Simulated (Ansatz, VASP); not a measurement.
## InO2: VASP beside Ansatz

Contents of INCAR:

```
SYSTEM = InO2
PREC = Accurate
ENCUT = 600
EDIFF = 1E-7
ISMEAR = 0
SIGMA = 0.1
LREAL = .FALSE.
LASPH = .TRUE.
NELM = 80
ALGO = Normal
ISIF = 3
LWAVE = .FALSE.
LCHARG = .FALSE.
GGA = PE
IBRION = 2
NSW = 90
EDIFFG = -0.04
```

The input KPOINTS:

```
Automatic mesh
0
G
  4 4 4
  0 0 0
```

The input POSCAR:

```
InO2
1.0
    4.2765484336      0.0000000000      0.0000000000
    0.0000000000      4.2765484336      0.0000000000
    0.0000000000      0.0000000000      5.2908582455
In O
2 4
Direct
    0.5000000000      0.5000000000      0.0000000000
    0.0000000000      0.0000000000      0.5000000000
    0.7500000000      0.2500000000      0.2500000000
    0.2500000000      0.7500000000      0.2500000000
    0.2500000000      0.2500000000      0.7500000000
    0.7500000000      0.7500000000      0.7500000000
```

Input for Ansatz:

```yaml
crystal:
  lattice:
    - [4.2765484336, 0.0, 0.0]
    - [0.0, 4.2765484336, 0.0]
    - [0.0, 0.0, 5.2908582455]
  atoms:
    - { symbol: In, position: [0.5, 0.5, 0.0] }
    - { symbol: In, position: [0.0, 0.0, 0.5] }
    - { symbol: O, position: [0.75, 0.25, 0.25] }
    - { symbol: O, position: [0.25, 0.75, 0.25] }
    - { symbol: O, position: [0.25, 0.25, 0.75] }
    - { symbol: O, position: [0.75, 0.75, 0.75] }
basis:
  ecutwfc: 420
kpoints:
  mp_grid: { grid: [4, 4, 4] }
hamiltonian:
  xc: pbe
scf:
  occupations: { method: gaussian, width: 0.1 }
  lower_state_search: "off"
output:
  forces: true
  stress: true
  eigenvalues: true
relax:
  adjacent_minimum: "off"
  f_tol: 0.04
  max_steps: 70
  cell: { stress_tol: 0.4 }
```

Alike in both runs: task relaxation of cell and atoms; functional PBE; k mesh 4 × 4 × 4; occupations gaussian, width 0.1 eV; no spin polarisation.

|  | VASP | Ansatz |
| --- | --- | --- |
| version | VASP 6.6.1 | Ansatz 0.2.0 |
| potentials or method | VASP PAW PBE potentials, release 64 (In_d, O), cutoff 600 eV | scalar-relativistic, plane waves, PAW |
| valence electrons in the cell | 50 | 50 |

Ansatz gave:

```
gap on the k mesh at the Fermi level, each at its own relaxed structure (eV) : none
relaxed volume (Å³/atom)                                                     : 15.76
relaxed length of the cell vector where the two differ most in proportion (Å)              : 5.856
```

Question: Which values does VASP return?

Answer: gap on the k mesh at the Fermi level, each at its own relaxed structure (eV): none; relaxed volume (Å³/atom): 15.76; relaxed length of the cell vector where the two differ most in proportion (Å): 5.860.

A gap of «none» marks a metal or a gap that the smearing closes.

The k mesh is coarse, so the values compare programs but aren't converged.
